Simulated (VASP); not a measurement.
# C in VASP: notebook

The runs below take C through single point, with PBE+D3(BJ).

Program: VASP 6.6.1. These are calculated values, not measurements. Logs are shortened: lines on timing, memory, paths and dates and some standing lists are left out, and cuts for length are marked.

**1. The cell of the first run**

The cell holds a slab with vacuum, 2 atoms: a = 2.328 Å, b = 2.328 Å, c = 26.002 Å, α = 90.00°, β = 90.00°, γ = 120.00°.

**2. Single point, PBE+D3(BJ)**

Contents of INCAR:

```
SYSTEM = C
  PREC = Accurate
  ENCUT = 520
  EDIFF = 1E-6
  ISMEAR = 0
  SIGMA = 0.1
  LREAL = .FALSE.
  LASPH = .TRUE.
  NELM = 80
  ALGO = Normal
  ISIF = 2
  LWAVE = .FALSE.
  LCHARG = .FALSE.
  LDIPOL = .TRUE.
  IDIPOL = 3
  DIPOL = 0.5 0.5 0.500
  GGA = PE
  IVDW = 12
  NBANDS = 11
```

Contents of KPOINTS:

```
Automatic mesh
0
G
  21 21 1
  0 0 0
```

Contents of POSCAR:

```
C
1.0
    2.3280000000      0.0000000000      0.0000000000
   -1.1640000000      2.0161071400      0.0000000000
    0.0000000000      0.0000000000     26.0024170307
C
2
Direct
    0.6666666667      0.3333333333      0.5027497444
    0.3333333333      0.6666666667      0.4972502556
```

Potentials or basis: VASP PAW PBE potentials, release 64 (C).

Command:

```console
$ cat potpaw_PBE.64/C/POTCAR > POTCAR
$ mpirun -np 1 vasp_std > vasp.out
```

OUTCAR:

```text
SYSTEM = C
   PREC = Accurate
   ENCUT = 520
   EDIFF = 1E-6
   ISMEAR = 0
   LREAL = .FALSE.
   LASPH = .TRUE.
   NELM = 80
   ISIF = 2
   GGA = PE
   IVDW = 12
 IVDW          = 12

 ion  position               nearest neighbor table
   1  0.667  0.333  0.503-   2 1.35   2 1.35   2 1.35
   2  0.333  0.667  0.497-   1 1.35   1 1.35   1 1.35

  LATTYP: Found a hexagonal cell.
 ALAT       =     2.3280000000
 C/A-ratio  =    11.1694231232

  Lattice vectors:

 A1 = (   2.3280000000,   0.0000000000,   0.0000000000)
 A2 = (  -1.1640000000,   2.0161071400,   0.0000000000)
 A3 = (   0.0000000000,   0.0000000000,  26.0024170307)

Analysis of symmetry for initial positions (statically):
=====================================================================
 Subroutine PRICEL returns:
 Original cell was already a primitive cell.

 Routine SETGRP: Setting up the symmetry group for a
 hexagonal supercell.

 Subroutine GETGRP returns: Found 12 space group operations
 (whereof 12 operations were pure point group operations)
 out of a pool of 24 trial point group operations.

The static configuration has the point symmetry D_3d.

Analysis of symmetry for dynamics (positions and initial velocities):
=====================================================================
 Subroutine PRICEL returns:
 Original cell was already a primitive cell.

 Routine SETGRP: Setting up the symmetry group for a
 hexagonal supercell.

 Subroutine GETGRP returns: Found 12 space group operations
 (whereof 12 operations were pure point group operations)
 out of a pool of 24 trial point group operations.

The dynamic configuration has the point symmetry D_3d.

 Subroutine INISYM returns: Found 12 space group operations
 (whereof 12 operations are pure point group operations),
 and found     1 'primitive' translations

----------------------------------------------------------------------------------------

                                     Primitive cell

  volume of cell :     122.0423

  direct lattice vectors                    reciprocal lattice vectors
     2.328000000  0.000000000  0.000000000     0.429553265  0.248002693  0.000000000
    -1.164000000  2.016107140  0.000000000     0.000000000  0.496005386  0.000000000
     0.000000000  0.000000000 26.002417031     0.000000000  0.000000000  0.038457963

  length of vectors
     2.328000000  2.328000000 26.002417031     0.496005386  0.496005386  0.038457963

[... 93 lines left out ...]
   EMIN   =  10.00;   EMAX   =-10.00  energy-range for DOS
   EFERMI =   0.00;   METHOD = LEGACY
   ISMEAR =     0;   SIGMA  =   0.10  broadening in eV -4-tet -1-fermi 0-gaus
   EFERMI_NEDOS =   21; number of points for ismear=-14 and -15
   IALGO  =     38    algorithm
   IMIX   =      4    mixing-type and parameters
     AMIX     =   0.40;   BMIX     =  1.00
     AMIX_MAG =   1.60;   BMIX_MAG =  1.00
  volume/ion in A,a.u.               =      61.02       411.79
  Fermi-wavevector in a.u.,A,eV,Ry     =   0.660087  1.247384  5.928266  0.435715
  Thomas-Fermi vector in A             =   1.732426
   LORBIT       =      0    0 simple, 1 ext, 2 COOP (PROOUT), +10 PAW based schemes
   GGA     = PE    functional components
   LHFCALC =     F    Hartree Fock is set to
   AEXX    =    0.0000 exact exchange contribution
   IVDW    =    12    specifies the selected vdW correction
   LEPSILON=     F    determine dielectric tensor
   LRPA    =     F    only Hartree local field effects (RPA)
 non-spin polarized calculation
 Gauss-broadening in eV      SIGMA  =   0.10
  energy-cutoff  :      520.00
  volume of cell :      122.04
 maximum number of plane-waves:      3367
 NGX is ok and might be reduce to    18
   NGX =  9   NGY =  9   NGZ = 97

 number of electron       8.0000001 magnetization

 dipolmoment           0.000000      0.000000     -0.000000 electrons x Angstroem

 Free energy of the ion-electron system (eV)
  ---------------------------------------------------
  ext. energy  EPLUGINS =         0.00000000
  ---------------------------------------------------
  free energy    TOTEN  =       -17.78445320 eV

  energy without entropy =      -17.78394146  energy(sigma->0) =      -17.78419733

 E-fermi :  -2.5301     XC(G=0):  -1.7358

 val. band max:       -2.5301153539   @ k =   0.3333   0.3333   0.0000
 cond. band min:      -2.5301153505   @ k =   0.3333   0.3333   0.0000
 fundamental gap:      0.0000000034
 Fermi energy:        -2.5301153515

 k-point     1 :       0.0000    0.0000    0.0000
  band No.  band energies     occupation
      1     -23.3913      2.00000
      2     -11.2854      2.00000
      3      -5.2108      2.00000
      4      -5.2108      2.00000
      5       0.0910      0.00000
      6       1.0081      0.00000
      7       1.2545      0.00000
      8       1.7174      0.00000
      9       2.0013      0.00000
     10       2.9186      0.00000
     11       3.2508      0.00000
[... 309 lines left out ...]
 k-point    24 :       0.1905    0.0952    0.0000
  band No.  band energies     occupation
      1     -21.7407      2.00000
      2      -9.8772      2.00000
      3      -9.1410      2.00000
      4      -8.1297      2.00000
      5       2.2429      0.00000
      6       3.3241      0.00000
      7       3.5955      0.00000
      8       4.0515      0.00000
      9       4.2673      0.00000
     10       5.2115      0.00000
     11       5.2769      0.00000

 [... further k-points ...]

------------------------ aborting loop because EDIFF is reached ----------------------------------------

 vacuum level on the upper side and lower side of the slab       (xc-potential included)        -0.009        -0.009

 Edisp (eV)   -0.16442

 E8    (eV) :    -0.0514

  FORCE on cell =-STRESS in cart. coord.  units (eV):
  Direction    XX          YY          ZZ          XY          YZ          ZX
  --------------------------------------------------------------------------------------
  -------------------------------------------------------------------------------------
  Total       9.01381     9.01381    -0.33237     0.00000     0.00000     0.00000
  in kB     118.33372   118.33372    -4.36343     0.00000     0.00000     0.00000
  external pressure =       77.43 kB  Pullay stress =        0.00 kB

 VOLUME and BASIS-vectors are now :
 -----------------------------------------------------------------------------
  energy-cutoff  :      520.00
  volume of cell :      122.04
      direct lattice vectors                 reciprocal lattice vectors
     2.328000000  0.000000000  0.000000000     0.429553265  0.248002693  0.000000000
    -1.164000000  2.016107140  0.000000000     0.000000000  0.496005386  0.000000000
     0.000000000  0.000000000 26.002417031     0.000000000  0.000000000  0.038457963

 POSITION                                       TOTAL-FORCE (eV/Angst)
 -----------------------------------------------------------------------------------
      1.16400      0.67204     13.07271         0.000000     -0.000000     -2.227761
     -0.00000      1.34407     12.92971        -0.000000      0.000000      2.227761
 -----------------------------------------------------------------------------------
    total drift:                                0.000000      0.000000      0.000000

  FREE ENERGIE OF THE ION-ELECTRON SYSTEM (eV)
  ---------------------------------------------------
  free  energy   TOTEN  =       -17.9488696532 eV

  energy  without entropy=      -17.9483579166  energy(sigma->0) =      -17.94861378

 vacuum level on the upper side and lower side of the slab         1.218         1.218
```

stdout:

```text
POSCAR found type information on POSCAR C
 POSCAR found :  1 types and       2 ions
 scaLAPACK will be used
 LDA part: xc-table for (Slater+PW92), standard interpolation
 POSCAR, INCAR and KPOINTS ok, starting setup
 FFT: planning ... GRIDC
 FFT: planning ... GRID_SOFT
 FFT: planning ... GRID
 WAVECAR not read
 entering main loop
```

It took 2.5 min on 1 thread of Intel Xeon 8259CL, shared host; peak memory 0.26 GiB.

Results:

* Free energy: -17.9489 eV
* Largest force: 2.228 eV/Å
* Band gap on the k mesh: zero (filled and empty bands touch)
* Dispersion energy per atom: -0.082 eV

Forces in eV/Å, atoms in the order of the input:
```
C    0.000  0.000 -2.228
C    0.000  0.000  2.228
```

**3. Single point, PBE+D3(BJ)**

INCAR: that of step 2 with these lines changed.

```diff
@@ -3,3 +3,3 @@
   ENCUT = 520
-  EDIFF = 1E-6
+  EDIFF = 1E-7
   ISMEAR = 0
@@ -8,3 +8,3 @@
   LASPH = .TRUE.
-  NELM = 80
+  NELM = 100
   ALGO = Normal
```

Contents of KPOINTS:

```
regular mesh
0
G
  21 21 1
  0 0 0
```

Contents of POSCAR:

```
C
1.0
    2.3280000000      0.0000000000      0.0000000000
   -1.1640000000      2.0161071400      0.0000000000
    0.0000000000      0.0000000000     26.0024170307
C
2
Direct
    0.6666666667      0.3333333333      0.5082492331
    0.3333333333      0.6666666667      0.4917507669
```

Potentials or basis: VASP PAW PBE potentials, release 64 (C).

Command:

```console
$ cat potpaw_PBE.64/C/POTCAR > POTCAR
$ mpirun -np 1 vasp_std > vasp.out
```

Run time: 3 min. Hardware: 1 thread of Intel Xeon 8259CL, shared host; peak memory 0.26 GiB.

It converged, with:

```yaml
Free_energy: -16.6087 eV
Largest_force: 7.311 eV/Å
Band_gap_on_the_k_mesh: zero (filled and empty bands touch)
Dispersion_energy_per_atom: -0.082 eV
```

Forces in eV/Å, atoms in the order of the input:
```
C    0.000  0.000 -7.311
C    0.000  0.000  7.311
```

Levels at points of the mesh, in eV from the Fermi level:
```csv
k point,band 1,band 2,band 3,band 4,band 5,band 6,band 7,band 8
"(0.00, 0.00, 0.00)",-20.13,-8.16,-0.84,-0.84,1.76,3.86,4.11,4.61
```
